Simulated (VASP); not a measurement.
Here is a VASP 6.6.1 calculation.

Contents of POSCAR:

```
NiO
1.0
    0.0000000000      2.1092100000      2.1092100000
    2.1092100000      0.0000000000      2.1092100000
    2.1092100000      2.1092100000      0.0000000000
Ni O
1 1
Direct
    0.0000000000      0.0000000000      0.0000000000
    0.5000000000      0.5000000000      0.5000000000
```

File INCAR.step1:

```
  ALGO = Normal
  EDIFF = 1E-5
  ENCUT = 660
  GGA = PE
  GGA_COMPAT = F
  ISMEAR = -1
  LASPH = T
  LCHARG = F
  LREAL = F
  LWAVE = T
  NBANDS = 15
  NELM = 120
  PREC = Accurate
  SIGMA = 0.1
```

Contents of INCAR.step2:

```
  ALGO = Normal
  EDIFF = 1E-6
  ENCUT = 660
  GGA_COMPAT = F
  ISIF = 2
  ISMEAR = -1
  ISTART = 1
  LASPH = T
  LCHARG = F
  LMIXTAU = T
  LREAL = F
  LWAVE = F
  METAGGA = R2SCAN
  NBANDS = 15
  NELM = 120
  PREC = Accurate
  SIGMA = 0.1
```

The input KPOINTS:

```
k-points
0
Gamma
  2 2 2
```

Potentials or basis: VASP PAW PBE potentials, release 64 (Ni, O).

The run is started by

```console
$ cat potpaw_PBE.64/Ni/POTCAR potpaw_PBE.64/O/POTCAR > POTCAR
$ cp INCAR.step1 INCAR
$ mpirun -np 1 vasp_std > vasp.out
$ cp INCAR.step2 INCAR
$ mpirun -np 1 vasp_std > vasp.out
```

Problem. Predict the pressure.

Solution. -21.9 GPa.

Problem. What does it give for the band gap on the k mesh?

Solution. Zero (band 8 reaches 8.88 eV, above the bottom of band 9 at 6.26 eV).

Caveat: the k points lie up to 1.29 Å⁻¹ apart; the PAW data sets were made with another functional, which shifts forces and pressure a little; the run has no spin polarisation, though such a crystal can be magnetic; semilocal functionals often make such compounds metallic where correlation or magnetic order opens a gap, which also shifts bond lengths. Spin polarisation is off, so any magnetic state and its effect on volume and gap are missing.
